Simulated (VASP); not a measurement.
A run of VASP 6.6.1:

INCAR

```
SYSTEM = Al2Cu
  ALGO = Normal
  EDIFF = 1E-6
  ENCUT = 520
  GGA = PE
  ISIF = 2
  ISMEAR = -1
  LASPH = .TRUE.
  LCHARG = .TRUE.
  LELF = .TRUE.
  LREAL = .FALSE.
  LVHAR = .TRUE.
  LWAVE = .FALSE.
  NBANDS = 26
  NELM = 100
  PREC = Accurate
  SIGMA = 0.1
```

File KPOINTS:

```
k-points
0
G
  8 8 8
  0 0 0
```

The input POSCAR:

```
Al2Cu
1.0
   -3.0377322771      3.0377322771      2.4230069030
    3.0377322771     -3.0377322771      2.4230069030
    3.0377322771      3.0377322771     -2.4230069030
Al Cu
4 2
Direct
    0.6579503240      0.1579503240      0.8159006479
    0.1579503240      0.3420496760      0.5000000000
    0.3420496760      0.8420496760      0.1840993521
    0.8420496760      0.6579503240      0.5000000000
    0.2500000000      0.2500000000      0.0000000000
    0.7500000000      0.7500000000      0.0000000000
```

Potentials or basis: VASP PAW PBE potentials, release 64 (Al, Cu).

Launch:

```console
$ cat potpaw_PBE.64/Al/POTCAR potpaw_PBE.64/Cu/POTCAR > POTCAR
$ mpirun -np 1 vasp_std > vasp.out
```

Hardware: 1 thread of Intel(R) Xeon(R) Platinum 8259CL CPU @ 2.50GHz (Skylake/Cascade Lake), with other jobs on the host.

How long does it take, and how much memory?

It took 4.5 min on 1 thread of Intel(R) Xeon(R) Platinum 8259CL CPU @ 2.50GHz (Skylake/Cascade Lake) (shared host), peak memory 0.29 GiB. Counts: scf iterations 16, k points 59.
